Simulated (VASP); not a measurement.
Wanted: the native input for a VASP 6.6.1 run.

```yaml
Task: single point
Functional: PBEsol
Potentials_or_basis: VASP PAW PBE potentials, release 64 (Pt, Se)
Cutoff: 520 eV
k_mesh: 9 × 5 × 1
Occupations: gaussian, width 0.1 eV
Spin: no spin polarisation
Dipole_correction: yes
Further_INCAR_settings: LREAL = Auto; ALGO = Normal; EDIFF = 1e-06; NBANDS = 74
```

The structure of Pt3Se5 lies in POSCAR:

```
Pt3Se5
1.0
    3.7607249066      0.0000000000      0.0000000000
    0.0000000000      8.1290185517      0.0000000000
    0.0000000000      0.0000000000     24.7424025113
Pt Se
6 10
Direct
    0.5000000000      0.4344283282      0.3055471588
    0.0000000000      0.3545560311      0.3854643416
    0.5000000000      0.0403570972      0.4652557610
    0.0000000000      0.7123676384      0.5347443247
    0.5000000000      0.3981689462      0.6145355736
    0.0000000000      0.3182969371      0.6944526468
    0.0000000000      0.4759175315      0.2495986800
    0.5000000000      0.1563381663      0.3701340701
    0.5000000000      0.5490244223      0.4003294891
    0.0000000000      0.8494040458      0.4433525489
    0.0000000000      0.2332641740      0.4853928558
    0.5000000000      0.5194604907      0.5146073693
    0.5000000000      0.9033205176      0.5566474353
    0.0000000000      0.2037005075      0.5996702662
    0.0000000000      0.5963869206      0.6298661515
    0.5000000000      1.2768089927      0.7504013273
```

The input as run:

INCAR

```
PREC = Accurate
ENCUT = 520
EDIFF = 1E-6
ISMEAR = 0
SIGMA = 0.1
LREAL = Auto
LASPH = T
NELM = 80
ALGO = Normal
ISIF = 2
LWAVE = F
LCHARG = F
LDIPOL = T
IDIPOL = 3
DIPOL = 0.5 0.5 0.500
GGA = PS
NBANDS = 74
```

KPOINTS

```
Automatic mesh
0
Gamma
  9 5 1
```

Potentials or basis: VASP PAW PBE potentials, release 64 (Pt, Se).

Launch:

```console
$ cat potpaw_PBE.64/Pt/POTCAR potpaw_PBE.64/Se/POTCAR > POTCAR
$ mpirun -np 1 vasp_std > vasp.out
```

Results of the run:

```
Largest force          : 0.031 eV/Å
Band gap on the k mesh : zero (bands 60 and 61 overlap by 0.45 eV)
```

Caveat: the PAW data sets were made with another functional, which shifts forces and pressure a little; spin-orbit coupling is left out, which moves the levels of the heavy elements.

Wall time 42 min on 1 thread of Intel Xeon 8259CL, on a shared host, peak memory 0.96 GiB.
